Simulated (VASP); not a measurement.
Wanted: the native input for a VASP 6.6.1 run.

```
Task                   : single point
Functional             : PBE
Potentials or basis    : VASP PAW PBE potentials, release 64 (Sb)
Cutoff                 : 520 eV
k mesh                 : 18 × 18 × 18
Occupations            : gaussian, width 0.1 eV
Spin                   : no spin polarisation
Dipole correction      : no
Further INCAR settings : ALGO = Normal; EDIFF = 1e-07; NBANDS = 8
```

The structure of Sb lies in POSCAR:

```
Sb
1.0
    3.1095642288      0.0000000000      0.0000000000
    0.0000000000      3.1095642288      0.0000000000
    0.0000000000      0.0000000000      3.1096477825
Sb
1
Direct
    0.0000000000      0.0000000000      0.5000000000
```

One way to write it, as run:

INCAR

```
ALGO = Normal ; EDIFF = 1E-7
ENCUT = 520 ; GGA = PE
ISIF = 2 ; ISMEAR = 0
LASPH = True ; LCHARG = True
LELF = True ; LREAL = False
LVHAR = True ; LWAVE = False
NBANDS = 8 ; NELM = 100
PREC = Accurate ; SIGMA = 0.1
```

KPOINTS

```
k-points
0
Gamma
  18 18 18
```

Potentials or basis: VASP PAW PBE potentials, release 64 (Sb).

Run with:

```bash
$ cat potpaw_PBE.64/Sb/POTCAR > POTCAR
$ mpirun -np 1 vasp_std > vasp.out
```

Results of the run:

```
Pressure : 0.0 GPa
```

Wall time 33 s on 1 thread of AMD EPYC 9R45 96-Core Processor (Zen 5) (shared host), peak memory 0.22 GiB.
